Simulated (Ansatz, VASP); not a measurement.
**One calculation of H, two programs**

INCAR

```
PREC = Accurate
ENCUT = 520
EDIFF = 1E-7
ISMEAR = 0
SIGMA = 0.05
LREAL = F
LASPH = T
NELM = 80
ALGO = Normal
ISIF = 2
LWAVE = F
LCHARG = F
GGA = PE
NBANDS = 10
```

Contents of KPOINTS:

```
regular mesh
0
Gamma
  9 9 6
```

The input POSCAR:

```
H
1.0
    4.0321369437      0.0000000000      0.0000000000
   -2.0160684719      3.4919330248      0.0000000000
    0.0000000000      0.0000000000      4.7943284725
H
4
Direct
    0.3333333333      0.6666666667      0.1764958800
    0.6666666667      0.3333333333      0.6764958800
    0.6666666667      0.3333333333      0.8235041200
    0.3333333333      0.6666666667      0.3235041200
```

Input for Ansatz:

```yaml
crystal:
  lattice:
    - [4.0321369437, 0.0, 0.0]
    - [-2.0160684719, 3.4919330248, 0.0]
    - [0.0, 0.0, 4.7943284725]
  atoms:
    - { symbol: H, position: [0.3333333333, 0.6666666667, 0.17649588] }
    - { symbol: H, position: [0.6666666667, 0.3333333333, 0.67649588] }
    - { symbol: H, position: [0.6666666667, 0.3333333333, 0.82350412] }
    - { symbol: H, position: [0.3333333333, 0.6666666667, 0.32350412] }
basis:
  ecutwfc: 420
kpoints:
  mp_grid: { grid: [9, 9, 6] }
hamiltonian:
  xc: pbe
scf:
  occupations: { method: gaussian, width: 0.05 }
output:
  forces: true
  stress: true
  eigenvalues: true
```

Change from the starting cell: strain +0.050 along x and y, -0.050 along z, atoms carried along.

Alike in both runs: task single point; functional PBE; k mesh 9 × 9 × 6; occupations gaussian, width 0.05 eV; no spin polarisation.

|  | VASP | Ansatz |
| --- | --- | --- |
| version | VASP 6.6.1 | Ansatz 0.2.0 |
| potentials or method | VASP PAW PBE potentials, release 64 (H), cutoff 520 eV | scalar-relativistic, plane waves, PAW |
| valence electrons in the cell | 4 | 4 |

|  | VASP | Ansatz | Ansatz less VASP |
| --- | --- | --- | --- |
| gap on the k mesh at the Fermi level (eV) | 10.01 | 10.00 | -0.001 |
| least direct gap on the mesh (eV) | 10.28 | 10.28 | -0.002 |
| pressure (GPa) | 1.9 | 2.1 | +0.16 |
| traceless stress, the component that is largest in VASP (GPa) | 4.06 | 4.11 | +0.057 |
| rms of the force components (eV/Å) | 1.053 | 1.061 | +0.0077 |

Atom by atom the forces differ by 0.008 eV/Å (rms over components).
